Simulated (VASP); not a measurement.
CsH, 4 atoms in the cell. It takes space group I4/mmm (No. 139, tetragonal). The conventional cell has a = 4.401 Å, b = 4.401 Å, c = 6.086 Å, α = 90.00°, β = 90.00°, γ = 90.00°. Within 4.0 Å of Cs (site symmetry 4/mmm) lie 6 H at 3.04 to 3.11 Å. H (site symmetry 4/mmm) has 6 Cs at 3.04 to 3.11 Å within 4.0 Å. 

```yaml
Program: VASP 6.6.1
Task: single point
Functional: LDA
Potentials_or_basis: VASP PAW LDA potentials, release 64 (Cs_sv, H)
Cutoff: 520 eV
k_mesh: 6 × 6 × 6
Occupations: gaussian, width 0.02 eV
Spin: no spin polarisation
Dipole_correction: no
Further_INCAR_settings: ALGO = Normal; EDIFF = 1e-07; NBANDS = 18
```

Potentials or basis: VASP PAW LDA potentials, release 64 (Cs_sv, H).

The run is started by

```sh
$ cat potpaw_LDA.64/Cs_sv/POTCAR potpaw_LDA.64/H/POTCAR > POTCAR
$ mpirun -np 1 vasp_std > vasp.out
```

Hardware: 1 thread of Intel(R) Xeon(R) Platinum 8559C (Emerald Rapids), with other jobs on the host.

**Question.** Estimate the wall time of this run.

**Answer.** Wall time 31 s on 1 thread of Intel(R) Xeon(R) Platinum 8559C (Emerald Rapids) (shared host), peak memory 0.23 GiB. Counts: scf iterations 16, k points 40.
